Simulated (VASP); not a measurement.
A run of VASP 6.6.1 is set up as follows.

The input INCAR:

```
ALGO = Normal
EDIFF = 1E-6
ENCUT = 520
GGA = PE
ISIF = 2
ISMEAR = -1
LASPH = True
LCHARG = True
LELF = True
LREAL = False
LVHAR = True
LWAVE = False
NBANDS = 11
NELM = 60
PREC = Accurate
SIGMA = 0.05
```

File KPOINTS:

```
k-points
0
Gamma
  12 12 12
```

Contents of POSCAR:

```
BN
1.0
    1.2756598126      0.7365025362      3.4390871668
   -1.2756598126      0.7365025362      3.4390871668
    0.0000000000     -1.4730050723      3.4390871668
N B
1 1
Direct
    0.6672382000      0.6672382000      0.6672382000
    0.0003288000      0.0003288000      0.0003288000
```

Potentials or basis: VASP PAW PBE potentials, release 64 (N, B).

Launch:

```console
$ cat potpaw_PBE.64/N/POTCAR potpaw_PBE.64/B/POTCAR > POTCAR
$ mpirun -np 1 vasp_std > vasp.out
```

**Question.** What does it give for the band gap on the k mesh?

**Answer.** 4.20 eV, indirect (least direct gap 4.55 eV).

**Question.** Predict the largest force.

**Answer.** 0.007 eV/Å.

**Question.** Predict the pressure.

**Answer.** -9.3 GPa.

Forces on the atoms (eV/Å):
```
N    0.000  0.000 -0.007
B    0.000  0.000  0.007
```

 A k mesh can miss the band edges.
